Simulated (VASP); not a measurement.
# Sn2As3 (Pm-3m) in VASP: single point with PBE

Aim: the single point of Sn2As3 with PBE.

Everything below comes from runs of VASP 6.6.1. Logs are shortened: lines on timing, memory, paths and dates and some standing lists are left out, and cuts for length are marked.

## Step 1: The cell of the first run

The structure is cubic, space group Pm-3m (No. 221). Conventional cell: a = 4.991 Å, b = 4.991 Å, c = 4.991 Å, α = 90.00°, β = 90.00°, γ = 90.00°. Within 4.6 Å of Sn (site symmetry m-3m) lie 12 As at 3.53 Å and 8 Sn at 4.32 Å. Sn (site symmetry m-3m) has 6 As at 2.50 Å within 3.3 Å. As (site symmetry 4/mmm) has 2 Sn at 2.50 Å within 3.3 Å.

## Step 2: Single point, PBE

The input, INCAR:

```
PREC = Accurate ; ENCUT = 520
EDIFF = 1E-6 ; ISMEAR = 0
SIGMA = 0.1 ; LREAL = F
LASPH = T ; NELM = 100
ALGO = Normal ; ISIF = 2
LWAVE = F ; LCHARG = F
GGA = PE ; NBANDS = 30
```

The input, KPOINTS:

```
regular mesh
0
Gamma
  4 4 4
```

The input, POSCAR:

```
Sn2As3
1.0
    4.9907762700      0.0000000000      0.0000000000
    0.0000000000      4.9907762700      0.0000000000
    0.0000000000      0.0000000000      4.9907762700
Sn As
2 3
Direct
    0.5000000000      0.5000000000      0.5000000000
    0.0000000000      0.0000000000      0.0000000000
    0.5000000000      0.0000000000      0.0000000000
    0.0000000000      0.5000000000      0.0000000000
    0.0000000000      0.0000000000      0.5000000000
```

Potentials or basis: VASP PAW PBE potentials, release 64 (Sn_d, As).

Launch:

```sh
$ cat potpaw_PBE.64/Sn_d/POTCAR potpaw_PBE.64/As/POTCAR > POTCAR
$ mpirun -np 1 vasp_std > vasp.out
```

OUTCAR:

```text
PREC = Accurate
   ENCUT = 520
   EDIFF = 1E-6
   ISMEAR = 0
   LREAL = F
   LASPH = T
   NELM = 100
   ISIF = 2
   GGA = PE

 ion  position               nearest neighbor table
   1  0.500  0.500  0.500-
   2  0.000  0.000  0.000-   3 2.50   4 2.50   5 2.50   5 2.50   4 2.50   3 2.50
   3  0.500  0.000  0.000-   2 2.50   2 2.50
   4  0.000  0.500  0.000-   2 2.50   2 2.50
   5  0.000  0.000  0.500-   2 2.50   2 2.50

  LATTYP: Found a simple cubic cell.
 ALAT       =     4.9907762700

  Lattice vectors:

 A1 = (   4.9907762700,   0.0000000000,   0.0000000000)
 A2 = (   0.0000000000,   4.9907762700,   0.0000000000)
 A3 = (   0.0000000000,   0.0000000000,   4.9907762700)

Analysis of symmetry for initial positions (statically):
=====================================================================
 Subroutine PRICEL returns:
 Original cell was already a primitive cell.

 Routine SETGRP: Setting up the symmetry group for a
 simple cubic supercell.

 Subroutine GETGRP returns: Found 48 space group operations
 (whereof 48 operations were pure point group operations)
 out of a pool of 48 trial point group operations.

The static configuration has the point symmetry O_h .

Analysis of symmetry for dynamics (positions and initial velocities):
=====================================================================
 Subroutine PRICEL returns:
 Original cell was already a primitive cell.

 Routine SETGRP: Setting up the symmetry group for a
 simple cubic supercell.

 Subroutine GETGRP returns: Found 48 space group operations
 (whereof 48 operations were pure point group operations)
 out of a pool of 48 trial point group operations.

The dynamic configuration has the point symmetry O_h .

 Subroutine INISYM returns: Found 48 space group operations
 (whereof 48 operations are pure point group operations),
 and found     1 'primitive' translations

----------------------------------------------------------------------------------------

                                     Primitive cell

  volume of cell :     124.3095

  direct lattice vectors                    reciprocal lattice vectors
     4.990776270  0.000000000  0.000000000     0.200369631  0.000000000  0.000000000
     0.000000000  4.990776270  0.000000000     0.000000000  0.200369631  0.000000000
     0.000000000  0.000000000  4.990776270     0.000000000  0.000000000  0.200369631

  length of vectors
     4.990776270  4.990776270  4.990776270     0.200369631  0.200369631  0.200369631

  position of ions in fractional coordinates (direct lattice)
     0.500000000  0.500000000  0.500000000
     0.000000000  0.000000000  0.000000000
     0.500000000  0.000000000  0.000000000
     0.000000000  0.500000000  0.000000000
     0.000000000  0.000000000  0.500000000

  ion indices of the primitive-cell ions
   primitive index   ion index
                 1           1
                 2           2
                 3           3
                 4           4
                 5           5

----------------------------------------------------------------------------------------

 KPOINTS: regular mesh

Automatic generation of k-mesh.
 Grid dimensions read from file:
 generate k-points for:    4    4    4

 Generating k-lattice:

  Cartesian coordinates                     Fractional coordinates (reciprocal lattice)
     0.050092408  0.000000000  0.000000000     0.250000000  0.000000000  0.000000000
     0.000000000  0.050092408  0.000000000     0.000000000  0.250000000  0.000000000
     0.000000000  0.000000000  0.050092408     0.000000000  0.000000000  0.250000000

  Length of vectors
     0.050092408  0.050092408  0.050092408

  Shift w.r.t. Gamma in fractional coordinates (k-lattice)
     0.000000000  0.000000000  0.000000000

 Subroutine IBZKPT returns following result:
 ===========================================

 Found     10 irreducible k-points:

 Following reciprocal coordinates:
            Coordinates               Weight
  0.000000  0.000000  0.000000      1.000000
  0.250000  0.000000  0.000000      6.000000
  0.500000  0.000000  0.000000      3.000000
  0.250000  0.250000  0.000000     12.000000
  0.500000  0.250000  0.000000     12.000000
  0.500000  0.500000  0.000000      3.000000
  0.250000  0.250000  0.250000      8.000000
  0.500000  0.250000  0.250000     12.000000
  0.500000  0.500000  0.250000      6.000000
  0.500000  0.500000  0.500000      1.000000
   k-points           NKPTS =     10   k-points in BZ     NKDIM =     10   number of bands    NBANDS=     30
   number of dos      NEDOS =    301   number of ions     NIONS =      5
   total plane-waves  NPLWV =  64000
   dimension x,y,z NGX =    40 NGY =   40 NGZ =   40
   dimension x,y,z NGXF=    80 NGYF=   80 NGZF=   80
   ions per type =               2   3
   NGX,Y,Z   is equivalent  to a cutoff of  13.32, 13.32, 13.32 a.u.
   NGXF,Y,Z  is equivalent  to a cutoff of  26.65, 26.65, 26.65 a.u.
 SYSTEM =  unknown system
   PREC   = accura    normal or accurate (medium, high low for compatibility)
   ISTART =      0    job   : 0-new  1-cont  2-samecut
   ICHARG =      2    charge: 1-file 2-atom 10-const
   ISPIN  =      1    spin polarized calculation?
   LNONCOLLINEAR =      F non collinear calculations
   LSORBIT =      F    spin-orbit coupling
   LASPH  =      T    aspherical Exc in radial PAW
   ENCUT  =  520.0 eV  38.22 Ry    6.18 a.u.   9.28  9.28  9.28*2*pi/ulx,y,z
   NELM   =    100;   NELMIN=  2; NELMDL= -5     # of ELM steps
   EDIFF  = 0.1E-05   stopping-criterion for ELM
   LREAL  =      F    real-space projection
   EDIFFG = 0.1E-04   stopping-criterion for IOM
   NSW    =      0    number of steps for IOM
   IBRION =     -1    ionic relax: 0-MD 1-quasi-New 2-CG
   NFREE  =      0    steps in history (QN), initial steepest desc. (CG)
   ISIF   =      2    stress and relaxation
   ISYM   =      2    0-nonsym 1-usesym 2-fastsym
   POTIM  = 0.5000    time-step for ionic-motion
   TEBEG  =    0.0;   TEEND  =   0.0 temperature during run
   PSTRESS=    0.0 pullay stress
   NELECT =      43.0000    total number of electrons
   NUPDOWN=      -1.0000    fix difference up-down
   EMIN   =  10.00;   EMAX   =-10.00  energy-range for DOS
   EFERMI =   0.00;   METHOD = LEGACY
   ISMEAR =     0;   SIGMA  =   0.10  broadening in eV -4-tet -1-fermi 0-gaus
   EFERMI_NEDOS =   21; number of points for ismear=-14 and -15
   IALGO  =     38    algorithm
   IMIX   =      4    mixing-type and parameters
     AMIX     =   0.40;   BMIX     =  1.00
     AMIX_MAG =   1.60;   BMIX_MAG =  1.00
  volume/ion in A,a.u.               =      24.86       167.78
  Fermi-wavevector in a.u.,A,eV,Ry     =   1.149202  2.171676 17.968728  1.320664
  Thomas-Fermi vector in A             =   2.285872
   LORBIT       =      0    0 simple, 1 ext, 2 COOP (PROOUT), +10 PAW based schemes
   GGA     = PE    functional components
   LHFCALC =     F    Hartree Fock is set to
   AEXX    =    0.0000 exact exchange contribution
   IVDW    =     0    specifies the selected vdW correction
   LEPSILON=     F    determine dielectric tensor
   LRPA    =     F    only Hartree local field effects (RPA)
 non-spin polarized calculation
 Gauss-broadening in eV      SIGMA  =   0.10
  energy-cutoff  :      520.00
  volume of cell :      124.31
 maximum number of plane-waves:      3407
 NGX is ok and might be reduce to    40
   NGX = 19   NGY = 19   NGZ = 19

 number of electron      42.9999999 magnetization

 Free energy of the ion-electron system (eV)
  ---------------------------------------------------
  ext. energy  EPLUGINS =         0.00000000
  ---------------------------------------------------
  free energy    TOTEN  =       -17.64537138 eV

  energy without entropy =      -17.63656659  energy(sigma->0) =      -17.64096899

 E-fermi :   5.9271     XC(G=0):  -9.9007

 val. band max:        5.6978448075   @ k =   0.2500   0.2500   0.2500
 cond. band min:       6.0182715077   @ k =   0.2500   0.2500   0.0000
 fundamental gap:      0.3204267002
 Fermi energy:         5.9271032921

 k-point     1 :       0.0000    0.0000    0.0000
  band No.  band energies     occupation
      1     -16.2982      2.00000
      2     -16.2982      2.00000
      3     -16.0975      2.00000
      4     -16.0975      2.00000
      5     -16.0975      2.00000
      6     -15.8720      2.00000
[... 22 lines left out ...]
     29      10.3692      0.00000
     30      10.4246      0.00000

 k-point     2 :       0.2500    0.0000    0.0000
  band No.  band energies     occupation
      1     -16.2980      2.00000
      2     -16.2915      2.00000
      3     -16.0990      2.00000
      4     -16.0990      2.00000
      5     -16.0973      2.00000
      6     -15.8720      2.00000
[... 22 lines left out ...]
     29      11.5761      0.00000
     30      11.7192      0.00000

 k-point     3 :       0.5000    0.0000    0.0000
  band No.  band energies     occupation
      1     -16.2978      2.00000
      2     -16.2848      2.00000
      3     -16.1005      2.00000
      4     -16.1005      2.00000
      5     -16.0972      2.00000
      6     -15.8720      2.00000
[... 22 lines left out ...]
     29      11.1661      0.00000
     30      12.6615      0.00000

 k-point     4 :       0.2500    0.2500    0.0000
  band No.  band energies     occupation
      1     -16.2947      2.00000
      2     -16.2880      2.00000
      3     -16.1006      2.00000
      4     -16.0992      2.00000
      5     -16.0989      2.00000
      6     -15.8720      2.00000
[... 154 lines left out ...]
     29      12.6432      0.00000
     30      12.9375      0.00000

 k-point     9 :       0.5000    0.5000    0.2500
  band No.  band energies     occupation
      1     -16.2846      2.00000
      2     -16.2777      2.00000
      3     -16.1039      2.00000
      4     -16.1024      2.00000
      5     -16.1024      2.00000
      6     -15.8730      2.00000
[... 22 lines left out ...]
     29      10.0862      0.00000
     30      12.5712      0.00000

 k-point    10 :       0.5000    0.5000    0.5000
  band No.  band energies     occupation
      1     -16.2777      2.00000
      2     -16.2777      2.00000
      3     -16.1039      2.00000
      4     -16.1039      2.00000
      5     -16.1039      2.00000
      6     -15.8730      2.00000
[... 22 lines left out ...]
     29       9.6522      0.00000
     30      12.5678      0.00000

------------------------ aborting loop because EDIFF is reached ----------------------------------------

  FORCE on cell =-STRESS in cart. coord.  units (eV):
  Direction    XX          YY          ZZ          XY          YZ          ZX
  --------------------------------------------------------------------------------------
  -------------------------------------------------------------------------------------
  Total        7.2180350      7.2180350      7.2180350     -0.0000000     -0.0000000      0.0000000
  in kB       93.0304801     93.0304801     93.0304801     -0.0000000     -0.0000000      0.0000000
  external PRESSURE =      93.0304801 kB  Pullay stress =       0.0000000 kB

 VOLUME and BASIS-vectors are now :
 -----------------------------------------------------------------------------
  energy-cutoff  :      520.00
  volume of cell :      124.31
      direct lattice vectors                 reciprocal lattice vectors
     4.990776270  0.000000000  0.000000000     0.200369631  0.000000000  0.000000000
     0.000000000  4.990776270  0.000000000     0.000000000  0.200369631  0.000000000
     0.000000000  0.000000000  4.990776270     0.000000000  0.000000000  0.200369631

 POSITION                                       TOTAL-FORCE (eV/Angst)
 -----------------------------------------------------------------------------------
      2.49539      2.49539      2.49539         0.000000      0.000000      0.000000
      0.00000      0.00000      0.00000         0.000000      0.000000      0.000000
      2.49539      0.00000      0.00000         0.000000      0.000000      0.000000
      0.00000      2.49539      0.00000         0.000000      0.000000      0.000000
      0.00000      0.00000      2.49539         0.000000      0.000000      0.000000
 -----------------------------------------------------------------------------------
    total drift:                               -0.000000      0.000000     -0.000000

  FREE ENERGIE OF THE ION-ELECTRON SYSTEM (eV)
  ---------------------------------------------------
  free  energy   TOTEN  =       -17.6453713826 eV

  energy  without entropy=      -17.6365665882  energy(sigma->0) =      -17.64096899
```

Wall time 27 s (1 thread of Intel Xeon Platinum 8259CL at 2.50GHz (Skylake/Cascade Lake), shared host); peak memory 0.24 GiB.

Results:

```
Free energy : -17.6454 eV
Pressure    : 9.3 GPa
```

Levels at points of the mesh, in eV from the Fermi level:
```csv
k point,band 17,band 18,band 19,band 20,band 21,band 22,band 23,band 24,band 25,band 26
"(0.00, 0.00, 0.00)",-5.83,-2.33,-1.04,-1.04,-1.04,-0.47,-0.47,-0.47,3.68,3.68
"(0.50, 0.00, 0.00)",-5.37,-2.25,-2.25,-1.32,-0.78,-0.25,-0.25,0.24,2.37,2.37
"(0.50, 0.50, 0.00)",-2.46,-2.46,-1.97,-1.53,-1.53,0.17,0.37,1.43,1.98,1.98
"(0.50, 0.50, 0.50)",-4.37,-4.37,0.23,0.23,1.49,1.49,1.49,2.81,2.81,2.81
```

Caveat: spin-orbit coupling is left out, which moves the levels of the heavy elements.
